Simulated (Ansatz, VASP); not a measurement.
Given: the input of a run of Ansatz 0.2.0 on SnSe.

File input.yaml:

```yaml
crystal:
  lattice:
    - [0.0, 3.01, 3.01]
    - [3.01, 0.0, 3.01]
    - [3.01, 3.01, 0.0]
  atoms:
    - { symbol: Sn, position: [0.0, 0.0, 0.0] }
    - { symbol: Se, position: [0.5, 0.5, 0.5] }
kpoints:
  mp_grid: { grid: [8, 8, 8] }
scf:
  occupations: { method: gaussian, width: 0.023 }
hamiltonian:
  xc: pbe
  pseudopotentials: { kind: all_electron, lapw: { basis_error: 0.001 } }
output:
  forces: true
  stress: true
  eigenvalues: true
```

Potentials or basis: all-electron LAPW, scalar-relativistic.

Launch:

```bash
$ ansatz run input.yaml --threads 1 --pin off --max-ram 3072MiB --backend cpu --events-out ev --progress --plain --runs-dir out
```

Question: Translate it to VASP 6.6.1. Potentials there: VASP PAW PBE potentials, release 64 (Sn_d, Se).

Answer: As run (the cutoff follows the program's own potentials):

INCAR

```
PREC = Accurate
ENCUT = 520
EDIFF = 1E-6
ISMEAR = 0
SIGMA = 0.023
LREAL = False
LASPH = True
NELM = 60
ALGO = Normal
ISIF = 2
LWAVE = False
LCHARG = False
GGA = PE
NBANDS = 17
```

The input KPOINTS:

```
Automatic mesh
0
Gamma
  8 8 8
```

POSCAR

```
SnSe
1.0
    0.0000000000      3.0100000000      3.0100000000
    3.0100000000      0.0000000000      3.0100000000
    3.0100000000      3.0100000000      0.0000000000
Sn Se
1 1
Direct
    0.0000000000      0.0000000000      0.0000000000
    0.5000000000      0.5000000000      0.5000000000
```

Potentials or basis: VASP PAW PBE potentials, release 64 (Sn_d, Se).

The run is started by

```sh
$ cat potpaw_PBE.64/Sn_d/POTCAR potpaw_PBE.64/Se/POTCAR > POTCAR
$ mpirun -np 1 vasp_std > vasp.out
```

Both were run:

|  | VASP | Ansatz | Ansatz less VASP |
| --- | --- | --- | --- |
| gap on the k mesh at the Fermi level (eV) | 0.58 | 0.58 | 0.000 |
| least direct gap on the mesh (eV) | 0.58 | 0.58 | 0.000 |
| pressure (GPa) | 0.9 | 0.9 | +0.01 |

Ansatz ran all-electron here, and VASP with PAW potentials.
